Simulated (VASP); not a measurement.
Here is a VASP 6.6.1 calculation.

The input INCAR:

```
PREC = Accurate
ENCUT = 520
EDIFF = 1E-7
ISMEAR = 0
SIGMA = 0.02
LREAL = Auto
LASPH = T
NELM = 60
ALGO = Normal
ISIF = 2
LWAVE = F
LCHARG = F
GGA = PE
NBANDS = 90
```

KPOINTS

```
regular mesh
0
Gamma
  4 4 3
```

Contents of POSCAR:

```
ZnWO4
1.0
    5.6355590000      0.1847410000     -0.9786330000
    0.1646500000      6.1493050000     -0.4569230000
   -0.9447760000     -0.4515150000      8.2430460000
W O Zn
3 12 3
Direct
    0.6270320443      0.7243116428      0.8742152347
    0.6273749701      0.4929999847      0.3746969570
    0.3901896254      0.9399721250      0.2368420698
    0.5123200039      0.4600136826      0.5489869096
    0.1417545395      0.9624351514      0.0535890876
    0.2187538167      0.2186781184      0.7796268372
    0.9422528591      0.4204589345      0.4214361771
    0.5246589884      0.2123822715      0.2506613284
    0.3633595459      0.5988616209      0.1763357296
    0.6482278150      0.8669784987      0.0759888433
    0.7316355421      0.8917025046      0.7504065798
    0.2531707421      0.0162270936      0.4027960689
    0.6728373032      0.7919067004      0.3957879785
    0.2950607518      0.6841564630      0.8058620383
    0.8290737177      0.4902570341      0.9160694131
    0.1893070319      0.4606241355      0.9436553412
    0.0717283598      0.9672183192      0.8019744730
    0.2367926038      0.2855101008      0.5682910623
```

Potentials or basis: VASP PAW PBE potentials, release 64 (W_sv, O, Zn).

Command:

```sh
$ cat potpaw_PBE.64/W_sv/POTCAR potpaw_PBE.64/O/POTCAR potpaw_PBE.64/Zn/POTCAR > POTCAR
$ mpirun -np 1 vasp_std > vasp.out
```

Q: What does it give for the band gap on the k mesh?

A: 2.66 eV (least direct gap 2.68 eV).

Q: Estimate the pressure.

A: 2.0 GPa.

Forces on the atoms (eV/Å):
```
W   -0.061 -0.089 -0.015
W   -0.265  0.017 -0.364
W    0.698 -0.166 -0.004
O   -0.008  0.065  0.333
O   -0.371 -0.065 -0.298
O    0.062  0.006  0.076
O    0.385 -0.180  0.153
O    0.034  0.090 -0.013
O   -0.098 -0.029 -0.163
O   -0.053  0.447  0.412
O    0.194  0.269 -0.220
O   -0.327  0.101  0.256
O    0.066  0.229  0.104
O   -0.241 -0.300 -0.479
O    0.044 -0.194  0.021
Zn  -0.008 -0.077  0.213
Zn  -0.053  0.052  0.031
Zn   0.002 -0.175 -0.041
```

Caveat: spin-orbit coupling is left out, which moves the levels of the heavy elements.
